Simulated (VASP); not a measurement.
# Sn2Sb (R3m) in VASP: further runs, part 2 of 2

VASP 6.6.1. Earlier steps stand in the parts before.

**5. Single point, PBE**

This run uses another cell than the first one, of 30.39 Å³/atom.

Input file INCAR:

```
SYSTEM = Sn2Sb
  ALGO = Fast
  EDIFF = 1E-6
  ENCUT = 520
  GGA = PE
  ISIF = 2
  ISMEAR = 0
  LASPH = .True.
  LCHARG = .False.
  LREAL = .False.
  LWAVE = .False.
  NBANDS = 24
  NELM = 80
  PREC = Accurate
  SIGMA = 0.1
```

Input file KPOINTS:

```
k-points
0
Gamma
  12 12 12
  0 0 0
```

Input file POSCAR:

```
Sn2Sb
1.0
    2.1167829893      1.2221252287      5.8736697559
   -2.1167829893      1.2221252287      5.8736697559
    0.0000000000     -2.4442504573      5.8736697559
Sn Sb
2 1
Direct
    0.2260561022      0.2260561022      0.2260561022
    0.4414906508      0.4414906508      0.4414906508
    0.9991532470      0.9991532470      0.9991532470
```

Potentials or basis: VASP PAW PBE potentials, release 64 (Sn_d, Sb).

The run is started by

```
> cat potpaw_PBE.64/Sn_d/POTCAR potpaw_PBE.64/Sb/POTCAR > POTCAR
> mpirun -np 1 vasp_std > vasp.out
```

OUTCAR:

```text
SYSTEM = Sn2Sb
   EDIFF = 1E-6
   ENCUT = 520
   GGA = PE
   ISIF = 2
   ISMEAR = 0
   LASPH = .True.
   LREAL = .False.
   NELM = 80
   PREC = Accurate

 ion  position               nearest neighbor table
   1  0.226  0.226  0.226-   3 3.08   3 3.08   3 3.08   2 3.21   2 3.21   2 3.21
   2  0.441  0.441  0.441-   3 3.11   3 3.11   3 3.11   1 3.21   1 3.21   1 3.21
   3  0.999  0.999  0.999-   1 3.08   1 3.08   1 3.08   2 3.11   2 3.11   2 3.11

  LATTYP: Found a trigonal (rhomboedric) cell.
 ALAT       =     6.3619459837
 COS(alpha) =     0.7785872049

  Lattice vectors:

 A1 = (   2.1167829893,   1.2221252287,   5.8736697559)
 A2 = (  -2.1167829893,   1.2221252287,   5.8736697559)
 A3 = (   0.0000000000,  -2.4442504573,   5.8736697559)

Analysis of symmetry for initial positions (statically):
=====================================================================
 Subroutine PRICEL returns:
 Original cell was already a primitive cell.

 Routine SETGRP: Setting up the symmetry group for a
 trigonal (rhombohedral) supercell.

 Subroutine GETGRP returns: Found  6 space group operations
[... 164 lines left out ...]
  free energy    TOTEN  =       -11.61720200 eV

  energy without entropy =      -11.60814621  energy(sigma->0) =      -11.61267410

 E-fermi :   6.8369     XC(G=0):  -9.6559

 val. band max:        6.8354820428   @ k =  -0.4167   0.1667   0.0833
 cond. band min:       6.8377311126   @ k =  -0.3333   0.3333   0.3333
 fundamental gap:      0.0022490697
 Fermi energy:         6.8368749877

 k-point     1 :       0.0000    0.0000    0.0000
  band No.  band energies     occupation
      1     -14.7603      2.00000
      2     -14.7603      2.00000
      3     -14.7076      2.00000
      4     -14.7076      2.00000
      5     -14.6970      2.00000
      6     -14.6468      2.00000
[... 637 lines left out ...]
     23      14.1214      0.00000
     24      15.2142      0.00000

 [... further k-points ...]

------------------------ aborting loop because EDIFF is reached ----------------------------------------

  FORCE on cell =-STRESS in cart. coord.  units (eV):
  Direction    XX          YY          ZZ          XY          YZ          ZX
  --------------------------------------------------------------------------------------
  -------------------------------------------------------------------------------------
  Total        0.0056514      0.0056514     -0.0044967      0.0000000     -0.0000000      0.0000000
  in kB        0.0993143      0.0993143     -0.0790230      0.0000000     -0.0000000      0.0000000
  external PRESSURE =       0.0398686 kB  Pullay stress =       0.0000000 kB

 VOLUME and BASIS-vectors are now :
 -----------------------------------------------------------------------------
  energy-cutoff  :      520.00
  volume of cell :       91.17
      direct lattice vectors                 reciprocal lattice vectors
     2.116782989  1.222125229  5.873669756     0.236207492  0.136374459  0.056750438
    -2.116782989  1.222125229  5.873669756    -0.236207492  0.136374459  0.056750438
     0.000000000 -2.444250457  5.873669756     0.000000000 -0.272748918  0.056750438

 POSITION                                       TOTAL-FORCE (eV/Angst)
 -----------------------------------------------------------------------------------
      0.00000      0.00000      3.98334         0.000000     -0.000000     -0.008400
      0.00000      0.00000      7.77951         0.000000      0.000000      0.007625
      0.00000      0.00000     17.60609         0.000000      0.000000      0.000775
 -----------------------------------------------------------------------------------
    total drift:                                0.000000      0.000000      0.000073

  FREE ENERGIE OF THE ION-ELECTRON SYSTEM (eV)
  ---------------------------------------------------
  free  energy   TOTEN  =       -11.6172019950 eV

  energy  without entropy=      -11.6081462077  energy(sigma->0) =      -11.61267410
```

OSZICAR:

```text
N       E                     dE             d eps       ncg     rms          rms(c)
DAV:   1     0.267332557571E+03    0.26733E+03   -0.15714E+04  9160   0.175E+03
DAV:   2     0.177518718860E+02   -0.24958E+03   -0.24228E+03  9264   0.455E+02
DAV:   3    -0.106479527585E+02   -0.28400E+02   -0.27959E+02 11584   0.138E+02
DAV:   4    -0.116135804322E+02   -0.96563E+00   -0.96505E+00  9936   0.285E+01
DAV:   5    -0.116484531187E+02   -0.34873E-01   -0.34872E-01 14224   0.535E+00    0.283E+00
RMM:   6    -0.116212570913E+02    0.27196E-01   -0.38829E-02 10997   0.185E+00    0.169E+00
RMM:   7    -0.116168705701E+02    0.43865E-02   -0.21121E-02 10977   0.127E+00    0.327E-01
RMM:   8    -0.116170621527E+02   -0.19158E-03   -0.47720E-03 13292   0.562E-01    0.809E-02
RMM:   9    -0.116171587296E+02   -0.96577E-04   -0.65401E-04 12926   0.192E-01    0.426E-02
RMM:  10    -0.116171970954E+02   -0.38366E-04   -0.13584E-04 14191   0.908E-02    0.112E-02
RMM:  11    -0.116172021589E+02   -0.50634E-05   -0.30103E-05 13597   0.381E-02    0.468E-03
RMM:  12    -0.116172019950E+02    0.16386E-06   -0.53358E-06  9891   0.161E-02
   1 F= -.11617202E+02 E0= -.11612674E+02  d E =-.905579E-02
```

Run time: 6.8 min. Hardware: 1 thread of Intel Xeon Platinum 8488C (Sapphire Rapids), shared host; peak memory 0.59 GiB.

What came out:

```
Free energy            : -11.6172 eV
Pressure               : 0.0 GPa
Largest force          : 0.008 eV/Å
Band gap on the k mesh : zero (an odd number of electrons rules out a gap without spin polarisation)
```

Forces in eV/Å, atoms in the order of the input:
```
Sn   0.000  0.000 -0.008
Sn   0.000  0.000  0.008
Sb   0.000  0.000  0.001
```

Caveat: spin-orbit coupling is left out, which moves the levels of the heavy elements.

**6. Overview**

```tsv
task	cell	k mesh	cutoff (eV)	gap on the mesh (eV)	pressure (GPa)	largest force (eV/Å)
single point	a = 7.141 Å, angles 28.7°, 3 atoms, atomic positions A	6 × 6 × 6	520	none	35.6	5.19
single point	a = 6.369 Å, angles 38.9°, 3 atoms, atomic positions B	6 × 6 × 6	520	none	-0.1	0.01
relaxation of cell and atoms	relaxed from a = 7.141 Å, angles 28.7°, 3 atoms, atomic positions A	6 × 6 × 6	600	none	0.2	0.03
single point	a = 6.362 Å, angles 38.9°, 3 atoms, atomic positions C	12 × 12 × 12	520	none	0.0	0.01
```

Alike in all rows: level PBE; potentials or basis VASP PAW PBE potentials, release 64 (Sn_d, Sb); no spin polarisation; smearing gaussian 0.1 eV.

Caveats: spin-orbit coupling is left out, which moves the levels of the heavy elements; the cell stands under pressure (at least some runs); forces of over 1 eV/Å act on the atoms, so gaps and moduli don't describe the material at rest (at least some runs); the volume moved by over 15 % at a fixed basis, so the end points are rough (at least some runs).

Absolute energies hang on the potentials; compare differences alone.

The gap in the log of VASP goes by the Fermi energy; the results here count the filled bands.